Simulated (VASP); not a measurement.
# Zr (R-3) in VASP: single point with PBE

Aim: the single point of Zr with PBE.

All numbers are computed with VASP 6.6.1; they aren't measurements. Logs are shortened: lines on timing, memory, paths and dates and some standing lists are left out, and cuts for length are marked.

## 1. The cell of the first run

It takes space group R-3 (No. 148, trigonal). Conventional cell: a = 10.910 Å, b = 10.910 Å, c = 4.281 Å, α = 90.00°, β = 90.00°, γ = 120.00°. Zr (site symmetry 1) has 2 Zr at 2.09 Å within 2.8 Å.

## 2. Single point, PBE

Input file INCAR:

```
SYSTEM = Zr
ALGO = Fast
EDIFF = 1E-6
ENCUT = 520
GGA = PE
ISIF = 2
ISMEAR = 0
LASPH = .TRUE.
LCHARG = .FALSE.
LREAL = .FALSE.
LWAVE = .FALSE.
NBANDS = 45
NELM = 100
PREC = Accurate
SIGMA = 0.1
```

Input file KPOINTS:

```
k-points
0
G
  6 6 6
  0 0 0
```

Input file POSCAR:

```
Zr
1.0
    5.4548589792      3.1493643000      1.4271301116
   -5.4548589792      3.1493643000      1.4271301116
    0.0000000000     -6.2987286000      1.4271301116
Zr
6
Direct
    0.5845000000      0.3510000000      0.2465000000
    0.2465000000      0.5845000000      0.3510000000
    0.3510000000      0.2465000000      0.5845000000
    0.4155000000      0.6490000000      0.7535000000
    0.7535000000      0.4155000000      0.6490000000
    0.6490000000      0.7535000000      0.4155000000
```

Potentials or basis: VASP PAW PBE potentials, release 64 (Zr_sv).

Command:

```console
cat potpaw_PBE.64/Zr_sv/POTCAR > POTCAR
mpirun -np 1 vasp_std > vasp.out
```

OUTCAR:

```text
SYSTEM = Zr
   EDIFF = 1E-6
   ENCUT = 520
   GGA = PE
   ISIF = 2
   ISMEAR = 0
   LASPH = .TRUE.
   LREAL = .FALSE.
   NELM = 100
   PREC = Accurate

 ion  position               nearest neighbor table
   1  0.584  0.351  0.246-   5 2.09   6 2.09   3 3.27   2 3.27   3 3.49   2 3.49   4 3.52   4 3.75
                             5 3.87   6 3.87   4 3.88
   2  0.246  0.584  0.351-   4 2.09   6 2.09   3 3.27   1 3.27   1 3.49   3 3.49   5 3.52   5 3.75
                             4 3.87   6 3.87   5 3.88
   3  0.351  0.246  0.584-   5 2.09   4 2.09   1 3.27   2 3.27   1 3.49   2 3.49   6 3.52   6 3.75
                             5 3.87   4 3.87   6 3.88
   4  0.416  0.649  0.754-   2 2.09   3 2.09   6 3.27   5 3.27   6 3.49   5 3.49   1 3.52   1 3.75
                             2 3.87   3 3.87   1 3.88
   5  0.754  0.416  0.649-   1 2.09   3 2.09   6 3.27   4 3.27   4 3.49   6 3.49   2 3.52   2 3.75
                             1 3.87   3 3.87   2 3.88
   6  0.649  0.754  0.416-   2 2.09   1 2.09   4 3.27   5 3.27   4 3.49   5 3.49   3 3.52   3 3.75
                             2 3.87   1 3.87   3 3.88

  LATTYP: Found a trigonal (rhomboedric) cell.
 ALAT       =     6.4583807826
 COS(alpha) =    -0.4267561602

  Lattice vectors:

 A1 = (   5.4548589792,   3.1493643000,   1.4271301116)
 A2 = (  -5.4548589792,   3.1493643000,   1.4271301116)
 A3 = (   0.0000000000,  -6.2987286000,   1.4271301116)

Analysis of symmetry for initial positions (statically):
=====================================================================
 Subroutine PRICEL returns:
 Original cell was already a primitive cell.

 Routine SETGRP: Setting up the symmetry group for a
 trigonal (rhombohedral) supercell.

 Subroutine GETGRP returns: Found  6 space group operations
 (whereof  6 operations were pure point group operations)
 out of a pool of 12 trial point group operations.

The static configuration has the point symmetry S_6 .

Analysis of symmetry for dynamics (positions and initial velocities):
=====================================================================
 Subroutine PRICEL returns:
 Original cell was already a primitive cell.

 Routine SETGRP: Setting up the symmetry group for a
 trigonal (rhombohedral) supercell.

 Subroutine GETGRP returns: Found  6 space group operations
 (whereof  6 operations were pure point group operations)
 out of a pool of 12 trial point group operations.

The dynamic configuration has the point symmetry S_6 .

 Subroutine INISYM returns: Found  6 space group operations
 (whereof  6 operations are pure point group operations),
 and found     1 'primitive' translations

[... 105 lines left out ...]
   NSW    =      0    number of steps for IOM
   IBRION =     -1    ionic relax: 0-MD 1-quasi-New 2-CG
   NFREE  =      0    steps in history (QN), initial steepest desc. (CG)
   ISIF   =      2    stress and relaxation
   ISYM   =      2    0-nonsym 1-usesym 2-fastsym
   POTIM  = 0.5000    time-step for ionic-motion
   TEBEG  =    0.0;   TEEND  =   0.0 temperature during run
   PSTRESS=    0.0 pullay stress
   NELECT =      72.0000    total number of electrons
   NUPDOWN=      -1.0000    fix difference up-down
   EMIN   =  10.00;   EMAX   =-10.00  energy-range for DOS
   EFERMI =   0.00;   METHOD = LEGACY
   ISMEAR =     0;   SIGMA  =   0.10  broadening in eV -4-tet -1-fermi 0-gaus
   EFERMI_NEDOS =   21; number of points for ismear=-14 and -15
   IALGO  =     68    algorithm
   IMIX   =      4    mixing-type and parameters
     AMIX     =   0.40;   BMIX     =  1.00
     AMIX_MAG =   1.60;   BMIX_MAG =  1.00
  volume/ion in A,a.u.               =      24.52       165.45
  Fermi-wavevector in a.u.,A,eV,Ry     =   1.290165  2.438058 22.647246  1.664526
  Thomas-Fermi vector in A             =   2.422013
   LORBIT       =      0    0 simple, 1 ext, 2 COOP (PROOUT), +10 PAW based schemes
   GGA     = PE    functional components
   LHFCALC =     F    Hartree Fock is set to
   AEXX    =    0.0000 exact exchange contribution
   IVDW    =     0    specifies the selected vdW correction
   LEPSILON=     F    determine dielectric tensor
   LRPA    =     F    only Hartree local field effects (RPA)
 non-spin polarized calculation
 RMM-DIIS sequential band-by-band and
 Gauss-broadening in eV      SIGMA  =   0.10
  energy-cutoff  :      520.00
  volume of cell :      147.10
 maximum number of plane-waves:      3978
   NGX = 25   NGY = 25   NGZ = 25

 number of electron      72.0000001 magnetization

 Free energy of the ion-electron system (eV)
  ---------------------------------------------------
  ext. energy  EPLUGINS =         0.00000000
  ---------------------------------------------------
  free energy    TOTEN  =       -35.69957054 eV

  energy without entropy =      -35.68077655  energy(sigma->0) =      -35.69017354

 E-fermi :   7.8161     XC(G=0): -10.3943

 val. band max:        7.8135989977   @ k =  -0.3333   0.1667   0.1667
 cond. band min:       7.8414813712   @ k =  -0.1667   0.1667   0.1667
 fundamental gap:      0.0278823735
 Fermi energy:         7.8160740656

 k-point     1 :       0.0000    0.0000    0.0000
  band No.  band energies     occupation
      1     -42.1428      2.00000
      2     -41.4650      2.00000
      3     -41.4650      2.00000
      4     -40.0577      2.00000
      5     -40.0577      2.00000
      6     -39.2756      2.00000
[... 1141 lines left out ...]
     44      10.2301      0.00000
     45      10.7616      0.00000

 [... further k-points ...]
[... 5 lines left out ...]
  --------------------------------------------------------------------------------------
  -------------------------------------------------------------------------------------
  Total       34.5004756     34.5004756      8.9440757     -0.0000002      0.0000000     -0.0000000
  in kB      375.7633485    375.7633485     97.4147683     -0.0000017      0.0000000     -0.0000000
  external PRESSURE =     282.9804885 kB  Pullay stress =       0.0000000 kB

 VOLUME and BASIS-vectors are now :
 -----------------------------------------------------------------------------
  energy-cutoff  :      520.00
  volume of cell :      147.10
      direct lattice vectors                 reciprocal lattice vectors
     5.454858979  3.149364300  1.427130112     0.091661398  0.052920733  0.233568986
    -5.454858979  3.149364300  1.427130112    -0.091661398  0.052920733  0.233568986
     0.000000000 -6.298728600  1.427130112     0.000000000 -0.105841466  0.233568986

 POSITION                                       TOTAL-FORCE (eV/Angst)
 -----------------------------------------------------------------------------------
      1.27371      1.39359      1.68687         4.716402      4.966585     -8.157189
     -1.84374      0.40627      1.68687        -6.659390      1.601231     -8.157189
      0.57003     -1.79986      1.68687         1.942988     -6.567817     -8.157189
     -1.27371     -1.39359      2.59452        -4.716402     -4.966585      8.157189
      1.84374     -0.40627      2.59452         6.659390     -1.601231      8.157189
     -0.57003      1.79986      2.59452        -1.942988      6.567817      8.157189
 -----------------------------------------------------------------------------------
    total drift:                                0.000000     -0.000000      0.000000

  FREE ENERGIE OF THE ION-ELECTRON SYSTEM (eV)
  ---------------------------------------------------
  free  energy   TOTEN  =       -35.6995705387 eV

  energy  without entropy=      -35.6807765457  energy(sigma->0) =      -35.69017354
```

stdout:

```text
POSCAR found type information on POSCAR Zr
 POSCAR found :  1 types and       6 ions
 scaLAPACK will be used
 LDA part: xc-table for (Slater+PW92), standard interpolation
 POSCAR, INCAR and KPOINTS ok, starting setup
 FFT: planning ... GRIDC
 FFT: planning ... GRID_SOFT
 FFT: planning ... GRID
 WAVECAR not read
 entering main loop
WARNING in EDDRMM: call to ZHEGV failed, returncode =   8  4     21
WARNING in EDDRMM: call to ZHEGV failed, returncode =   8  4     14
WARNING in EDDRMM: call to ZHEGV failed, returncode =   6  3     19
WARNING in EDDRMM: call to ZHEGV failed, returncode =   8  4     14
WARNING in EDDRMM: call to ZHEGV failed, returncode =   8  4     18
WARNING in EDDRMM: call to ZHEGV failed, returncode =   8  4     23
WARNING in EDDRMM: call to ZHEGV failed, returncode =   8  4     22
WARNING in EDDRMM: call to ZHEGV failed, returncode =   6  3     17
WARNING in EDDRMM: call to ZHEGV failed, returncode =   8  4     15
WARNING in EDDRMM: call to ZHEGV failed, returncode =   6  3     13
[... 27 lines left out ...]
WARNING in EDDRMM: call to ZHEGV failed, returncode =   6  3     13
WARNING in EDDRMM: call to ZHEGV failed, returncode =   8  4     21
WARNING in EDDRMM: call to ZHEGV failed, returncode =   6  3     10
WARNING in EDDRMM: call to ZHEGV failed, returncode =   8  4     13
WARNING in EDDRMM: call to ZHEGV failed, returncode =   8  4     12
WARNING in EDDRMM: call to ZHEGV failed, returncode =   8  4     12
WARNING in EDDRMM: call to ZHEGV failed, returncode =   8  4     19
WARNING in EDDRMM: call to ZHEGV failed, returncode =   6  3     25
WARNING in EDDRMM: call to ZHEGV failed, returncode =   6  3     36
WARNING in EDDRMM: call to ZHEGV failed, returncode =   6  3     25
```

It took 27 min on 1 thread of Intel Xeon Platinum 8488C (Sapphire Rapids), shared host; peak memory 0.42 GiB.

What came out:

```yaml
Free_energy: -35.6996 eV
Pressure: 28.3 GPa
Largest_force: 10.651 eV/Å
Band_gap_on_the_k_mesh: zero (bands 36 and 37 overlap by 0.40 eV)
```

Forces in eV/Å, atoms in the order of the input:
```
Zr   4.716  4.967 -8.157
Zr  -6.659  1.601 -8.157
Zr   1.943 -6.568 -8.157
Zr  -4.716 -4.967  8.157
Zr   6.659 -1.601  8.157
Zr  -1.943  6.568  8.157
```

Caveat: atoms lie so close that the PAW spheres overlap strongly, which falsifies energies and pressures; the cell stands under pressure; forces of over 1 eV/Å act on the atoms, so gaps and moduli don't describe the material at rest.
